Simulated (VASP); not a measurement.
Wanted: the native input for a VASP 6.6.1 run.

- Task: single point
- Functional: PBEsol
- Potentials or basis: VASP PAW PBE potentials, release 64 (Li_sv, F)
- Cutoff: 750 eV
- k mesh: 5 × 5 × 3
- Occupations: methfessel-paxton, width 0.1 eV
- Spin: no spin polarisation
- Dipole correction: no
- Further INCAR settings: ALGO = Normal; EDIFF = 1e-06; NBANDS = 18

The structure of LiF lies in POSCAR:

```
LiF
1.0
    2.5595330000      0.0000000000      0.0000000000
    0.0000000000      2.5595330000      0.0000000000
    0.0000000000      0.0000000000      5.1190660000
Li F
2 2
Direct
    0.0000000000      0.0000000000      0.0000000000
    0.0000000000      0.0000000000      0.5000000000
    0.5000000000      0.5000000000      0.2500000000
    0.5000000000      0.5000000000      0.7500000000
```

These files were run (other wordings do the same):

INCAR

```
ALGO = Normal ; EDIFF = 1E-6
ENCUT = 750 ; GGA = PS
GGA_COMPAT = False ; ISIF = 2
ISMEAR = 1 ; LASPH = True
LCHARG = True ; LELF = True
LREAL = False ; LVHAR = True
LWAVE = False ; NBANDS = 18
NELM = 120 ; PREC = Accurate
SIGMA = 0.1
```

KPOINTS

```
k-points
0
Gamma
  5 5 3
```

Potentials or basis: VASP PAW PBE potentials, release 64 (Li_sv, F).

Launch:

```sh
$ cat potpaw_PBE.64/Li_sv/POTCAR potpaw_PBE.64/F/POTCAR > POTCAR
$ mpirun -np 1 vasp_std > vasp.out
```

It gave:

The pressure is -3.4 GPa and the band gap on the k mesh is 7.40 eV.

Caveat: the k points lie up to 0.49 Å⁻¹ apart; the PAW data sets were made with another functional, which shifts forces and pressure a little.

It took 8.2 s on 1 thread of AMD EPYC 9R45 96-Core Processor (Zen 5), on a shared host, peak memory 0.13 GiB.
